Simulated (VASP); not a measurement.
# SnTe (Fm-3m) in VASP: a series of runs

The runs below take SnTe through single point, relaxation of cell and atoms, with LDA.

All numbers are computed with VASP 6.6.1; they aren't measurements. Logs are shortened: lines on timing, memory, paths and dates and some standing lists are left out, and cuts for length are marked.

## Step 1: The cell of the first run

Symmetry: Fm-3m, No. 225, cubic system. The conventional cell has a = 6.231 Å, b = 6.231 Å, c = 6.231 Å, α = 90.00°, β = 90.00°, γ = 90.00°. Sn (site symmetry m-3m) has 6 Te at 3.12 Å within 4.1 Å. Within 4.1 Å of Te (site symmetry m-3m) lie 6 Sn at 3.12 Å.

## Step 2: Single point, LDA

INCAR reads:

```
SYSTEM = SnTe
PREC = Accurate
ENCUT = 500
EDIFF = 1E-6
ISMEAR = 0
SIGMA = 0.01
LREAL = .False.
LASPH = .True.
NELM = 120
ALGO = Normal
ISIF = 2
LWAVE = .False.
LCHARG = .True.
LELF = .True.
LVHAR = .True.
NBANDS = 17
GGA_COMPAT = .False.
```

KPOINTS reads:

```
regular mesh
0
Gamma
  5 5 5
  0 0 0
```

POSCAR reads:

```
SnTe
1.0
    0.0000000000      3.1155877777      3.1155877777
    3.1155877777      0.0000000000      3.1155877777
    3.1155877777      3.1155877777      0.0000000000
Sn Te
1 1
Direct
    0.0000000000      0.0000000000      0.0000000000
    0.5000000000      0.5000000000      0.5000000000
```

Potentials or basis: VASP PAW LDA potentials, release 64 (Sn_d, Te).

The run is started by

```bash
> cat potpaw_LDA.64/Sn_d/POTCAR potpaw_LDA.64/Te/POTCAR > POTCAR
> mpirun -np 1 vasp_std > vasp.out
```

OUTCAR:

```text
SYSTEM = SnTe
   PREC = Accurate
   ENCUT = 500
   EDIFF = 1E-6
   ISMEAR = 0
   LREAL = .False.
   LASPH = .True.
   NELM = 120
   ISIF = 2

 ion  position               nearest neighbor table
   1  0.000  0.000  0.000-   2 3.12   2 3.12   2 3.12   2 3.12   2 3.12   2 3.12
   2  0.500  0.500  0.500-   1 3.12   1 3.12   1 3.12   1 3.12   1 3.12   1 3.12

  LATTYP: Found a face centered cubic cell.
 ALAT       =     6.2311755554

  Lattice vectors:

 A1 = (   0.0000000000,   3.1155877777,   3.1155877777)
 A2 = (   3.1155877777,   0.0000000000,   3.1155877777)
 A3 = (   3.1155877777,   3.1155877777,   0.0000000000)

Analysis of symmetry for initial positions (statically):
=====================================================================
 Subroutine PRICEL returns:
 Original cell was already a primitive cell.

 Routine SETGRP: Setting up the symmetry group for a
 face centered cubic supercell.

 Subroutine GETGRP returns: Found 48 space group operations
[... 9 lines left out ...]

 Routine SETGRP: Setting up the symmetry group for a
 face centered cubic supercell.

 Subroutine GETGRP returns: Found 48 space group operations
[... 11 lines left out ...]
                                     Primitive cell

  volume of cell :      60.4853

  direct lattice vectors                    reciprocal lattice vectors
     0.000000000  3.115587778  3.115587778    -0.160483362  0.160483362  0.160483362
     3.115587778  0.000000000  3.115587778     0.160483362 -0.160483362  0.160483362
     3.115587778  3.115587778  0.000000000     0.160483362  0.160483362 -0.160483362

  length of vectors
     4.406106490  4.406106490  4.406106490     0.277965336  0.277965336  0.277965336

  position of ions in fractional coordinates (direct lattice)
     0.000000000  0.000000000  0.000000000
     0.500000000  0.500000000  0.500000000

  ion indices of the primitive-cell ions
   primitive index   ion index
                 1           1
                 2           2

----------------------------------------------------------------------------------------

 KPOINTS: regular mesh

Automatic generation of k-mesh.
 Grid dimensions read from file:
 generate k-points for:    5    5    5

 Generating k-lattice:

  Cartesian coordinates                     Fractional coordinates (reciprocal lattice)
    -0.032096672  0.032096672  0.032096672     0.200000000  0.000000000  0.000000000
     0.032096672 -0.032096672  0.032096672     0.000000000  0.200000000  0.000000000
     0.032096672  0.032096672 -0.032096672     0.000000000  0.000000000  0.200000000

  Length of vectors
     0.055593067  0.055593067  0.055593067

  Shift w.r.t. Gamma in fractional coordinates (k-lattice)
     0.000000000  0.000000000  0.000000000

 Subroutine IBZKPT returns following result:
 ===========================================

 Found     10 irreducible k-points:

 Following reciprocal coordinates:
            Coordinates               Weight
  0.000000  0.000000  0.000000      1.000000
  0.200000  0.000000  0.000000      8.000000
  0.400000  0.000000  0.000000      8.000000
  0.200000  0.200000  0.000000      6.000000
  0.400000  0.200000  0.000000     24.000000
 -0.400000  0.200000  0.000000     24.000000
 -0.200000  0.200000  0.000000     12.000000
  0.400000  0.400000  0.000000      6.000000
 -0.400000  0.400000  0.000000     12.000000
 -0.400000  0.400000  0.200000     24.000000
   k-points           NKPTS =     10   k-points in BZ     NKDIM =     10   number of bands    NBANDS=     17
   number of dos      NEDOS =    301   number of ions     NIONS =      2
   total plane-waves  NPLWV =  32768
   dimension x,y,z NGX =    32 NGY =   32 NGZ =   32
   dimension x,y,z NGXF=    64 NGYF=   64 NGZF=   64
   ions per type =               1   1
   NGX,Y,Z   is equivalent  to a cutoff of  12.07, 12.07, 12.07 a.u.
   NGXF,Y,Z  is equivalent  to a cutoff of  24.15, 24.15, 24.15 a.u.
 SYSTEM =  SnTe
   PREC   = accura    normal or accurate (medium, high low for compatibility)
   ISTART =      0    job   : 0-new  1-cont  2-samecut
   ICHARG =      2    charge: 1-file 2-atom 10-const
   ISPIN  =      1    spin polarized calculation?
   LNONCOLLINEAR =      F non collinear calculations
   LSORBIT =      F    spin-orbit coupling
   LASPH  =      T    aspherical Exc in radial PAW
   ENCUT  =  500.0 eV  36.75 Ry    6.06 a.u.   8.03  8.03  8.03*2*pi/ulx,y,z
   NELM   =    120;   NELMIN=  2; NELMDL= -5     # of ELM steps
   EDIFF  = 0.1E-05   stopping-criterion for ELM
   LREAL  =      F    real-space projection
   EDIFFG = 0.1E-04   stopping-criterion for IOM
   NSW    =      0    number of steps for IOM
   IBRION =     -1    ionic relax: 0-MD 1-quasi-New 2-CG
   NFREE  =      0    steps in history (QN), initial steepest desc. (CG)
   ISIF   =      2    stress and relaxation
   ISYM   =      2    0-nonsym 1-usesym 2-fastsym
   POTIM  = 0.5000    time-step for ionic-motion
   TEBEG  =    0.0;   TEEND  =   0.0 temperature during run
   PSTRESS=    0.0 pullay stress
   NELECT =      20.0000    total number of electrons
   NUPDOWN=      -1.0000    fix difference up-down
   EMIN   =  10.00;   EMAX   =-10.00  energy-range for DOS
   EFERMI =   0.00;   METHOD = LEGACY
   ISMEAR =     0;   SIGMA  =   0.01  broadening in eV -4-tet -1-fermi 0-gaus
   EFERMI_NEDOS =   21; number of points for ismear=-14 and -15
   IALGO  =     38    algorithm
   IMIX   =      4    mixing-type and parameters
     AMIX     =   0.40;   BMIX     =  1.00
     AMIX_MAG =   1.60;   BMIX_MAG =  1.00
  volume/ion in A,a.u.               =      30.24       204.09
  Fermi-wavevector in a.u.,A,eV,Ry     =   1.132057  2.139277 17.436578  1.281552
  Thomas-Fermi vector in A             =   2.268757
   LORBIT       =      0    0 simple, 1 ext, 2 COOP (PROOUT), +10 PAW based schemes
   GGA     = CA    functional components
   LHFCALC =     F    Hartree Fock is set to
   AEXX    =    0.0000 exact exchange contribution
   IVDW    =     0    specifies the selected vdW correction
   LEPSILON=     F    determine dielectric tensor
   LRPA    =     F    only Hartree local field effects (RPA)
 non-spin polarized calculation
 Gauss-broadening in eV      SIGMA  =   0.01
  energy-cutoff  :      500.00
  volume of cell :       60.49
 maximum number of plane-waves:      1549
   NGX = 17   NGY = 17   NGZ = 17

 number of electron      20.0000007 magnetization

 Free energy of the ion-electron system (eV)
  ---------------------------------------------------
  ext. energy  EPLUGINS =         0.00000000
  ---------------------------------------------------
  free energy    TOTEN  =        -8.84007649 eV

  energy without entropy =       -8.84007649  energy(sigma->0) =       -8.84007649

 E-fermi :   6.9134     XC(G=0):  -9.8920

 val. band max:        6.8332452565   @ k =  -0.2000   0.2000   0.0000
 cond. band min:       7.6813757517   @ k =   0.4000   0.0000   0.0000
 fundamental gap:      0.8481304952
 Fermi energy:         6.9133790447

 k-point     1 :       0.0000    0.0000    0.0000
  band No.  band energies     occupation
      1     -14.6562      2.00000
      2     -14.6562      2.00000
      3     -14.6442      2.00000
      4     -14.6442      2.00000
      5     -14.6442      2.00000
      6      -5.9127      2.00000
[... 9 lines left out ...]
     16      11.8842      0.00000
     17      13.8416      0.00000

 k-point     2 :       0.2000    0.0000    0.0000
  band No.  band energies     occupation
      1     -14.6582      2.00000
      2     -14.6582      2.00000
      3     -14.6437      2.00000
      4     -14.6418      2.00000
      5     -14.6418      2.00000
      6      -5.5661      2.00000
[... 9 lines left out ...]
     16      12.6922      0.00000
     17      16.2110      0.00000

 k-point     3 :       0.4000    0.0000    0.0000
  band No.  band energies     occupation
      1     -14.6618      2.00000
      2     -14.6618      2.00000
      3     -14.6427      2.00000
      4     -14.6371      2.00000
      5     -14.6371      2.00000
      6      -4.7538      2.00000
[... 9 lines left out ...]
     16      14.8508      0.00000
     17      17.2300      0.00000

 k-point     4 :       0.2000    0.2000    0.0000
  band No.  band energies     occupation
      1     -14.6629      2.00000
      2     -14.6543      2.00000
      3     -14.6459      2.00000
      4     -14.6400      2.00000
      5     -14.6400      2.00000
      6      -5.4533      2.00000
[... 9 lines left out ...]
     16      13.8880      0.00000
     17      14.5513      0.00000

 k-point     5 :       0.4000    0.2000    0.0000
  band No.  band energies     occupation
      1     -14.6674      2.00000
      2     -14.6559      2.00000
      3     -14.6448      2.00000
      4     -14.6371      2.00000
      5     -14.6357      2.00000
      6      -4.7872      2.00000
[... 9 lines left out ...]
     16      15.9004      0.00000
     17      16.8708      0.00000

 k-point     6 :      -0.4000    0.2000    0.0000
  band No.  band energies     occupation
      1     -14.6657      2.00000
      2     -14.6600      2.00000
      3     -14.6410      2.00000
      4     -14.6377      2.00000
      5     -14.6357      2.00000
      6      -4.3920      2.00000
[... 9 lines left out ...]
     16      14.7966      0.00000
     17      17.7264      0.00000

 k-point     7 :      -0.2000    0.2000    0.0000
  band No.  band energies     occupation
      1     -14.6611      2.00000
      2     -14.6600      2.00000
      3     -14.6425      2.00000
      4     -14.6397      2.00000
      5     -14.6384      2.00000
      6      -5.0484      2.00000
[... 9 lines left out ...]
     16      15.3389      0.00000
     17      15.7352      0.00000

 k-point     8 :       0.4000    0.4000    0.0000
  band No.  band energies     occupation
      1     -14.6756      2.00000
      2     -14.6512      2.00000
      3     -14.6485      2.00000
      4     -14.6327      2.00000
      5     -14.6327      2.00000
      6      -4.4420      2.00000
[... 9 lines left out ...]
     16      16.9060      0.00000
     17      17.7981      0.00000

 k-point     9 :      -0.4000    0.4000    0.0000
  band No.  band energies     occupation
      1     -14.6742      2.00000
      2     -14.6538      2.00000
      3     -14.6459      2.00000
      4     -14.6336      2.00000
      5     -14.6326      2.00000
      6      -4.1699      2.00000
[... 9 lines left out ...]
     16      16.0946      0.00000
     17      18.1053      0.00000

 k-point    10 :      -0.4000    0.4000    0.2000
  band No.  band energies     occupation
      1     -14.6702      2.00000
      2     -14.6566      2.00000
      3     -14.6429      2.00000
      4     -14.6376      2.00000
      5     -14.6328      2.00000
      6      -4.2684      2.00000
[... 9 lines left out ...]
     16      16.8131      0.00000
     17      16.9412      0.00000

------------------------ aborting loop because EDIFF is reached ----------------------------------------

  FORCE on cell =-STRESS in cart. coord.  units (eV):
  Direction    XX          YY          ZZ          XY          YZ          ZX
  --------------------------------------------------------------------------------------
  -------------------------------------------------------------------------------------
  Total        0.0111377      0.0111377      0.0111377      0.0000000      0.0000000      0.0000000
  in kB        0.2950223      0.2950223      0.2950223      0.0000000      0.0000000      0.0000000
  external PRESSURE =       0.2950223 kB  Pullay stress =       0.0000000 kB

 VOLUME and BASIS-vectors are now :
 -----------------------------------------------------------------------------
  energy-cutoff  :      500.00
  volume of cell :       60.49
      direct lattice vectors                 reciprocal lattice vectors
     0.000000000  3.115587778  3.115587778    -0.160483362  0.160483362  0.160483362
     3.115587778  0.000000000  3.115587778     0.160483362 -0.160483362  0.160483362
     3.115587778  3.115587778  0.000000000     0.160483362  0.160483362 -0.160483362

 POSITION                                       TOTAL-FORCE (eV/Angst)
 -----------------------------------------------------------------------------------
      0.00000      0.00000      0.00000        -0.000000     -0.000000      0.000000
      3.11559      3.11559      3.11559         0.000000      0.000000     -0.000000
 -----------------------------------------------------------------------------------
    total drift:                                0.000000     -0.000000     -0.000000

  FREE ENERGIE OF THE ION-ELECTRON SYSTEM (eV)
  ---------------------------------------------------
  free  energy   TOTEN  =        -8.8400764942 eV

  energy  without entropy=       -8.8400764942  energy(sigma->0) =       -8.84007649
```

Run time: 15 s. Hardware: 1 thread of Intel Xeon Platinum 8375C at 2.90GHz (Ice Lake), shared host; peak memory 0.15 GiB.

Results:

| Quantity | Value |
| --- | --- |
| Free energy | -8.8401 eV |
| Pressure | 0.0 GPa |

Caveat: this odd mesh misses L, where the gap lies, so gap, dielectric constants and Born charges aren't listed; spin-orbit coupling is left out, which moves the levels of the heavy elements.

## Step 3: Relaxation of cell and atoms, LDA

This run uses another cell than the first one, of 31.28 Å³/atom, 1.034 times its volume.

INCAR reads:

```
SYSTEM = SnTe
PREC = Accurate
ENCUT = 500
EDIFF = 1E-7
ISMEAR = 0
SIGMA = 0.01
LREAL = .FALSE.
LASPH = .TRUE.
NELM = 120
ALGO = Normal
ISIF = 3
LWAVE = .FALSE.
LCHARG = .FALSE.
GGA = CA
IBRION = 2
NSW = 80
EDIFFG = -0.01
GGA_COMPAT = .FALSE.
NELMIN = 4
```

KPOINTS reads:

```
Automatic mesh
0
G
  5 5 5
  0 0 0
```

POSCAR reads:

```
SnTe
1.0
    0.0000000000      3.1508500000      3.1508500000
    3.1508500000      0.0000000000      3.1508500000
    3.1508500000      3.1508500000      0.0000000000
Sn Te
1 1
Direct
    0.0000000000      0.0000000000      0.0000000000
    0.5000000000      0.5000000000      0.5000000000
```

Potentials or basis: VASP PAW LDA potentials, release 64 (Sn_d, Te).

The run is started by

```bash
> cat potpaw_LDA.64/Sn_d/POTCAR potpaw_LDA.64/Te/POTCAR > POTCAR
> mpirun -np 1 vasp_std > vasp.out
```

It took 22 s on 1 thread of Intel Xeon Platinum 8375C at 2.90GHz (Ice Lake), shared host; peak memory 0.16 GiB.

The run converged. Its results:

```
Free energy                            : -8.8405 eV
Relaxed volume                         : 30.27 Å³/atom
Relaxed cell                           : a = 4.408 Å, b = 4.408 Å, c = 4.408 Å, α = 60.00°, β = 60.00°, γ = 60.00°
Space group after relaxing (to 0.05 Å) : Fm-3m (No. 225)
Energy gained by relaxing              : 4.9 meV/atom
Ionic steps                            : 3
Pressure after relaxing                : 0.0 GPa
```

Step by step:
| step | energy change (eV) | largest force (eV/Å) | pressure (GPa) | volume (Å³) |
| --- | --- | --- | --- | --- |
| 1 | 0.0000 | 0.0000 | -1.53 | 62.56 |
| 2 | -0.0087 | 0.0000 | 0.54 | 59.90 |
| 3 | -0.0098 | 0.0000 | 0.00 | 60.55 |

Final structure:
```
Sn Te
1.0
     0.00000    3.11666    3.11666
     3.11666    0.00000    3.11666
     3.11666    3.11666    0.00000
Sn Te
1 1
Direct
  0.00000 0.00000 0.00000
  0.50000 0.50000 0.50000
```

Levels at points of the mesh, in eV from the Fermi level:
| k point | band 7 | band 8 | band 9 | band 10 | band 11 | band 12 | band 13 | band 14 |
| --- | --- | --- | --- | --- | --- | --- | --- | --- |
| (0.00, 0.00, 0.00) | -4.43 | -1.98 | -1.98 | -1.98 | 3.59 | 3.59 | 3.59 | 4.96 |

Caveat: this odd mesh misses L, where the gap lies, so gap, dielectric constants and Born charges aren't listed; spin-orbit coupling is left out, which moves the levels of the heavy elements. Zero-point motion and thermal expansion aren't in these numbers.
